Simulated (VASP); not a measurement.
# Ir (Fm-3m) in VASP: a series of runs, part 2 of 2

VASP 6.6.1. Earlier steps stand in the parts before.

### Step 5. Single point, LDA

INCAR reads:

```
SYSTEM = Ir
ALGO     = Normal         ! electronic algorithm
EDIFF    = 1E-6           ! SCF threshold, eV
ENCUT    = 520            ! plane-wave cutoff, eV
GGA      = CA             ! functional
ISIF     = 2              ! what is computed and relaxed
ISMEAR   = -1             ! smearing method
LASPH    = .True.         ! aspherical terms in the spheres
LCHARG   = .False.        ! write CHGCAR
LREAL    = .False.        ! projectors in reciprocal space
LWAVE    = .False.        ! write WAVECAR
NBANDS   = 10             ! bands
NELM     = 60             ! most SCF steps
PREC     = Accurate       ! precision mode
SIGMA    = 0.1            ! smearing width, eV
```

KPOINTS reads:

```
k-points
0
Gamma
  14 14 14
  0 0 0
```

POSCAR reads:

```
Ir
1.0
    0.0000000000      1.9060927672      1.9060927672
    1.9060927672      0.0000000000      1.9060927672
    1.9060927672      1.9060927672      0.0000000000
Ir
1
Direct
    0.0000000000      0.0000000000      0.0000000000
```

Potentials or basis: VASP PAW LDA potentials, release 64 (Ir).

Run with:

```
cat potpaw_LDA.64/Ir/POTCAR > POTCAR
mpirun -np 1 vasp_std > vasp.out
```

OUTCAR:

```text
SYSTEM = Ir
   EDIFF = 1E-6
   ENCUT = 520
   GGA = CA
   ISIF = 2
   ISMEAR = -1
   LASPH = .True.
   LREAL = .False.
   NELM = 60
   PREC = Accurate

 ion  position               nearest neighbor table
   1  0.000  0.000  0.000-

  LATTYP: Found a face centered cubic cell.
 ALAT       =     3.8121855344

  Lattice vectors:

 A1 = (   0.0000000000,   1.9060927672,   1.9060927672)
 A2 = (   1.9060927672,   0.0000000000,   1.9060927672)
 A3 = (   1.9060927672,   1.9060927672,   0.0000000000)

Analysis of symmetry for initial positions (statically):
=====================================================================
 Subroutine PRICEL returns:
 Original cell was already a primitive cell.

 Routine SETGRP: Setting up the symmetry group for a
 face centered cubic supercell.

 Subroutine GETGRP returns: Found 48 space group operations
 (whereof 48 operations were pure point group operations)
 out of a pool of 48 trial point group operations.

The static configuration has the point symmetry O_h .

Analysis of symmetry for dynamics (positions and initial velocities):
=====================================================================
 Subroutine PRICEL returns:
 Original cell was already a primitive cell.

 Routine SETGRP: Setting up the symmetry group for a
 face centered cubic supercell.

 Subroutine GETGRP returns: Found 48 space group operations
 (whereof 48 operations were pure point group operations)
 out of a pool of 48 trial point group operations.

The dynamic configuration has the point symmetry O_h .

 Subroutine INISYM returns: Found 48 space group operations
 (whereof 48 operations are pure point group operations),
 and found     1 'primitive' translations

----------------------------------------------------------------------------------------

                                     Primitive cell

  volume of cell :      13.8504

  direct lattice vectors                    reciprocal lattice vectors
[... 103 lines left out ...]
   IMIX   =      4    mixing-type and parameters
     AMIX     =   0.40;   BMIX     =  1.00
     AMIX_MAG =   1.60;   BMIX_MAG =  1.00
  volume/ion in A,a.u.               =      13.85        93.47
  Fermi-wavevector in a.u.,A,eV,Ry     =   1.417974  2.679583 27.356562  2.010651
  Thomas-Fermi vector in A             =   2.539148
   LORBIT       =      0    0 simple, 1 ext, 2 COOP (PROOUT), +10 PAW based schemes
   GGA     = CA    functional components
   LHFCALC =     F    Hartree Fock is set to
   AEXX    =    0.0000 exact exchange contribution
   IVDW    =     0    specifies the selected vdW correction
   LEPSILON=     F    determine dielectric tensor
   LRPA    =     F    only Hartree local field effects (RPA)
 non-spin polarized calculation
  energy-cutoff  :      520.00
  volume of cell :       13.85
 maximum number of plane-waves:       388
   NGX =  9   NGY =  9   NGZ =  9

 number of electron       9.0000001 magnetization

 Free energy of the ion-electron system (eV)
  ---------------------------------------------------
  ext. energy  EPLUGINS =         0.00000000
  ---------------------------------------------------
  free energy    TOTEN  =       -10.33368050 eV

  energy without entropy =      -10.29980134  energy(sigma->0) =      -10.31674092

 E-fermi :  10.6057     XC(G=0): -14.2624

 val. band max:       10.5980832324   @ k =  -0.4286   0.4286   0.0714
 cond. band min:      10.6443286768   @ k =  -0.3571   0.2857   0.0000
 fundamental gap:      0.0462454444
 Fermi energy:        10.6056907933

 k-point     1 :       0.0000    0.0000    0.0000
  band No.  band energies     occupation
      1      -0.6469      2.00000
      2       6.6429      2.00000
      3       6.6429      2.00000
      4       6.6429      2.00000
      5       9.4608      1.99998
      6       9.4608      1.99998
      7      24.9878      0.00000
      8      30.6526      0.00000
      9      30.6526      0.00000
     10      30.6526      0.00000
[... 287 lines left out ...]
 k-point    24 :       0.2857    0.1429    0.0000
  band No.  band energies     occupation
      1       2.1484      2.00000
      2       5.2612      2.00000
      3       7.0381      2.00000
      4       7.8042      2.00000
      5       9.2043      2.00000
      6      10.4382      1.68439
      7      25.7606      0.00000
      8      28.6873      0.00000
      9      30.9188      0.00000
     10      31.8584      0.00000

 [... further k-points ...]
[... 5 lines left out ...]
  --------------------------------------------------------------------------------------
  -------------------------------------------------------------------------------------
  Total        0.2286107      0.2286107      0.2286107     -0.0000000      0.0000000      0.0000000
  in kB       26.4450920     26.4450920     26.4450920     -0.0000000      0.0000000      0.0000000
  external PRESSURE =      26.4450920 kB  Pullay stress =       0.0000000 kB

 VOLUME and BASIS-vectors are now :
 -----------------------------------------------------------------------------
  energy-cutoff  :      520.00
  volume of cell :       13.85
      direct lattice vectors                 reciprocal lattice vectors
     0.000000000  1.906092767  1.906092767    -0.262316719  0.262316719  0.262316719
     1.906092767  0.000000000  1.906092767     0.262316719 -0.262316719  0.262316719
     1.906092767  1.906092767  0.000000000     0.262316719  0.262316719 -0.262316719

 POSITION                                       TOTAL-FORCE (eV/Angst)
 -----------------------------------------------------------------------------------
      0.00000      0.00000      0.00000         0.000000      0.000000      0.000000
 -----------------------------------------------------------------------------------
    total drift:                                0.000000      0.000000     -0.000000

  FREE ENERGIE OF THE ION-ELECTRON SYSTEM (eV)
  ---------------------------------------------------
  free  energy   TOTEN  =       -10.3336804971 eV

  energy  without entropy=      -10.2998013360  energy(sigma->0) =      -10.31674092
```

OSZICAR:

```text
N       E                     dE             d eps       ncg     rms          rms(c)
DAV:   1     0.466169450245E+02    0.46617E+02   -0.42887E+03  2096   0.825E+02
DAV:   2    -0.100581602787E+02   -0.56675E+02   -0.53916E+02  2128   0.199E+02
DAV:   3    -0.109357400237E+02   -0.87758E+00   -0.87452E+00  2492   0.303E+01
DAV:   4    -0.109442083240E+02   -0.84683E-02   -0.84662E-02  2390   0.267E+00
DAV:   5    -0.109443915202E+02   -0.18320E-03   -0.18319E-03  2354   0.376E-01    0.167E+01
DAV:   6    -0.104341317681E+02    0.51026E+00   -0.88201E-01  2346   0.116E+01    0.667E+00
DAV:   7    -0.103411743333E+02    0.92957E-01   -0.25480E-01  2572   0.565E+00    0.154E+00
DAV:   8    -0.103384555439E+02    0.27188E-02   -0.17322E-03  2256   0.430E-01    0.120E+00
DAV:   9    -0.103336956870E+02    0.47599E-02   -0.24672E-03  2310   0.748E-01    0.575E-02
DAV:  10    -0.103336800956E+02    0.15591E-04   -0.14322E-05  2990   0.406E-02    0.118E-02
DAV:  11    -0.103336804971E+02   -0.40156E-06   -0.16371E-06  2242   0.106E-02
   1 F= -.10333680E+02 E0= -.10316741E+02  d E =-.338792E-01
```

stdout:

```text
POSCAR found type information on POSCAR Ir
 POSCAR found :  1 types and       1 ions
 scaLAPACK will be used
 LDA part: xc-table for (Slater(with rela. corr.)+CA(PZ))
 , standard interpolation
 POSCAR, INCAR and KPOINTS ok, starting setup
 FFT: planning ... GRIDC
 FFT: planning ... GRID_SOFT
 FFT: planning ... GRID
 WAVECAR not read
 entering main loop
```

Wall time 10 s (1 thread of Intel Xeon 6975P-C, shared host); peak memory 0.13 GiB.

Results:

```
Free energy : -10.3337 eV
Pressure    : 2.6 GPa
```

Levels at points of the mesh, in eV from the Fermi level:
```csv
k point,band 1,band 2,band 3,band 4,band 5,band 6,band 7,band 8,band 9
"(0.00, 0.00, 0.00)",-11.25,-3.96,-3.96,-3.96,-1.14,-1.14,14.38,20.05,20.05
"(0.50, 0.00, 0.00)",-8.26,-4.06,-4.06,-0.69,1.02,1.02,7.57,13.93,20.01
"(0.50, 0.50, 0.00)",-8.09,-7.52,1.01,1.61,1.61,1.82,10.90,11.88,11.88
```

Caveat: spin-orbit coupling is left out, which moves the levels of the heavy elements.

### Step 6. Single point, LDA

INCAR reads:

```
PREC = Accurate
ENCUT = 520
EDIFF = 1E-7
ISMEAR = -1
SIGMA = 0.1
LREAL = False
LASPH = True
NELM = 80
ALGO = Normal
ISIF = 2
LWAVE = False
LCHARG = False
GGA = CA
NBANDS = 10
```

KPOINTS reads:

```
regular mesh
0
Gamma
  14 14 14
```

POSCAR is that of step 5.

Potentials or basis: VASP PAW LDA potentials, release 64 (Ir).

Run with:

```
cat potpaw_LDA.64/Ir/POTCAR > POTCAR
mpirun -np 1 vasp_std > vasp.out
```

OUTCAR:

```text
PREC = Accurate
   ENCUT = 520
   EDIFF = 1E-7
   ISMEAR = -1
   LREAL = False
   LASPH = True
   NELM = 80
   ISIF = 2
   GGA = CA

 ion  position               nearest neighbor table
   1  0.000  0.000  0.000-

  LATTYP: Found a face centered cubic cell.
 ALAT       =     3.8121855344

  Lattice vectors:

 A1 = (   0.0000000000,   1.9060927672,   1.9060927672)
 A2 = (   1.9060927672,   0.0000000000,   1.9060927672)
[... 479 lines left out ...]
 k-point    24 :       0.2857    0.1429    0.0000
  band No.  band energies     occupation
      1       2.1484      2.00000
      2       5.2612      2.00000
      3       7.0381      2.00000
      4       7.8042      2.00000
      5       9.2043      2.00000
      6      10.4382      1.68438
      7      25.7606      0.00000
      8      28.6872      0.00000
      9      30.9188      0.00000
     10      31.8584      0.00000

 [... further k-points ...]
[... 5 lines left out ...]
  --------------------------------------------------------------------------------------
  -------------------------------------------------------------------------------------
  Total        0.2285331      0.2285331      0.2285331      0.0000000     -0.0000000     -0.0000000
  in kB       26.4361152     26.4361152     26.4361152      0.0000000     -0.0000000     -0.0000000
  external PRESSURE =      26.4361152 kB  Pullay stress =       0.0000000 kB

 VOLUME and BASIS-vectors are now :
 -----------------------------------------------------------------------------
  energy-cutoff  :      520.00
  volume of cell :       13.85
      direct lattice vectors                 reciprocal lattice vectors
     0.000000000  1.906092767  1.906092767    -0.262316719  0.262316719  0.262316719
     1.906092767  0.000000000  1.906092767     0.262316719 -0.262316719  0.262316719
     1.906092767  1.906092767  0.000000000     0.262316719  0.262316719 -0.262316719

 POSITION                                       TOTAL-FORCE (eV/Angst)
 -----------------------------------------------------------------------------------
      0.00000      0.00000      0.00000         0.000000     -0.000000     -0.000000
 -----------------------------------------------------------------------------------
    total drift:                                0.000000      0.000000      0.000000

  FREE ENERGIE OF THE ION-ELECTRON SYSTEM (eV)
  ---------------------------------------------------
  free  energy   TOTEN  =       -10.3336804961 eV

  energy  without entropy=      -10.2998013824  energy(sigma->0) =      -10.31674094
```

Run time: 10 s. Hardware: 1 thread of Intel Xeon 6975P-C, shared host; peak memory 0.13 GiB.

Results:

| Item | Value |
| --- | --- |
| Free energy | -10.3337 eV |
| Pressure | 2.6 GPa |

Caveat: spin-orbit coupling is left out, which moves the levels of the heavy elements.

### Step 7. Summary

```tsv
k mesh	gap on the mesh (eV)	pressure (GPa)
7 × 7 × 7	none	1.1
9 × 9 × 9	none	1.9
11 × 11 × 11	none	3.1
14 × 14 × 14	none	2.6
```

Alike in all rows: task single point; level LDA; potentials or basis VASP PAW LDA potentials, release 64 (Ir); no spin polarisation; cell as given; cutoff (eV) 520; smearing fermi-dirac 0.1 eV.

Caveats: some runs use coarse meshes; spin-orbit coupling is left out, which moves the levels of the heavy elements.

Total energies depend on the potentials used, so only differences within one code and one set of settings carry meaning.
